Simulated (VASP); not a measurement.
Input of a VASP 6.6.1 run:

INCAR

```
SYSTEM = Bi2Te3
PREC = Accurate
ENCUT = 520
EDIFF = 1E-8
ISMEAR = -1
SIGMA = 0.08
LREAL = .False.
LASPH = .True.
NELM = 80
ALGO = Normal
ISIF = 2
LWAVE = .False.
LCHARG = .False.
GGA = PE
LEFG = .True.
NBANDS = 32
```

KPOINTS

```
Automatic mesh
0
Gamma
  7 7 7
  0 0 0
```

POSCAR

```
Bi2Te3
1.0
    2.1710705528      1.2534681681     10.1656700000
   -2.1710705528      1.2534681681     10.1656700000
    0.0000000000     -2.5069363362     10.1656700000
Bi Te
2 3
Direct
    0.4000000000      0.4000000000      0.4000000000
    0.6000000000      0.6000000000      0.6000000000
    0.0000000000      0.0000000000      0.0000000000
    0.2095000000      0.2095000000      0.2095000000
    0.7905000000      0.7905000000      0.7905000000
```

Potentials or basis: VASP PAW PBE potentials, release 64 (Bi_d, Te).

The run is started by

```bash
$ cat potpaw_PBE.64/Bi_d/POTCAR potpaw_PBE.64/Te/POTCAR > POTCAR
$ mpirun -np 1 vasp_std > vasp.out
```

(1) Predict the pressure.

(2) What does it give for the largest force?

## Answers

(1) 3.0 GPa.

(2) 0.077 eV/Å.

Caveat: the cell differs from its parent crystal (equal xx and yy strain of -1 %); the cell stands under pressure; without QUAD_EFG the Cq values of the log hold for a quadrupole moment of 1 mb, not for the nuclei.
